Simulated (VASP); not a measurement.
Set up this calculation in VASP 6.6.1, as the native input.

* Task: single point
* Functional: LDA
* Potentials or basis: VASP PAW LDA potentials, release 64 (Ga_d)
* Cutoff: 520 eV
* k mesh: 14 × 14 × 4
* Occupations: fermi-dirac, width 0.1 eV
* Spin: no spin polarisation
* Dipole correction: no
* Further INCAR settings: ALGO = Normal; EDIFF = 1e-06; NBANDS = 34

The structure of Ga lies in POSCAR:

```
Ga
1.0
    2.8583390095      0.0000000000      0.0000000000
   -1.4291695048      2.4753941948      0.0000000000
    0.0000000000      0.0000000000      8.9279466430
Ga
4
Direct
    0.0000000000      1.0000000000      1.0000000000
    0.0000000000      1.0000000000      0.5000000000
    0.3333333333      0.6666666667      0.2500000000
    0.6666666667      0.3333333333      0.7500000000
```

This isn't the form of Ga at room conditions, which is orthorhombic.

One way to write it, as run:

INCAR

```
PREC     = Accurate       # precision mode
ENCUT    = 520            # plane-wave cutoff, eV
EDIFF    = 1E-6           # SCF threshold, eV
ISMEAR   = -1             # smearing method
SIGMA    = 0.1            # smearing width, eV
LREAL    = F              # projectors in reciprocal space
LASPH    = T              # aspherical terms in the spheres
NELM     = 80             # most SCF steps
ALGO     = Normal         # electronic algorithm
ISIF     = 2              # what is computed and relaxed
LWAVE    = F              # write WAVECAR
LCHARG   = T              # write CHGCAR
LELF     = T              # ELF
LVHAR    = T            
NBANDS   = 34             # bands
```

KPOINTS

```
regular mesh
0
Gamma
  14 14 4
```

Potentials or basis: VASP PAW LDA potentials, release 64 (Ga_d).

Command:

```console
$ cat potpaw_LDA.64/Ga_d/POTCAR > POTCAR
$ mpirun -np 1 vasp_std > vasp.out
```

Results of the run:

```json
{
 "Pressure": "6.8 GPa",
 "Band gap on the k mesh": "zero (bands 26 and 27 overlap by 7.23 eV)"
}
```

Caveat: the cell stands under pressure.

Wall time 110 s on 1 thread of AMD EPYC 7R13 Processor (Zen 3) (shared host), peak memory 0.2 GiB.
